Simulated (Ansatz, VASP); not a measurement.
## Ta in VASP and in Ansatz

```
Ta
1.0
    -1.57310    1.57310    1.77288
     1.57310   -1.57310    1.77288
     1.57310    1.57310   -1.77288
Ta
1
Direct
  0.00000 0.00000 0.00000
```

Alike in both runs: task single point; functional PBE; k mesh 20 × 20 × 20; occupations gaussian, width 0.15 eV; no spin polarisation.

|  | VASP | Ansatz |
| --- | --- | --- |
| version | VASP 6.6.1 | Ansatz 0.2.0 |
| potentials or method | VASP PAW PBE potentials, release 64 (Ta_pv), cutoff 520 eV | scalar-relativistic, plane waves, PAW |
| valence electrons in the cell | 11 | 13 |

```csv
,VASP,Ansatz,Ansatz less VASP
gap on the k mesh at the Fermi level (eV),none,none,-
pressure (GPa),10.1,9.9,-0.15
"traceless stress, the component that is largest in VASP (GPa)",-8.44,-8.44,+0.001
```

A gap of «none» marks a metal or a gap that the smearing closes. VASP's potentials hold 11 valence electrons a cell and Ansatz's 13, so a difference there can come from the potentials and not from the codes.

Neither program's run includes spin-orbit coupling.
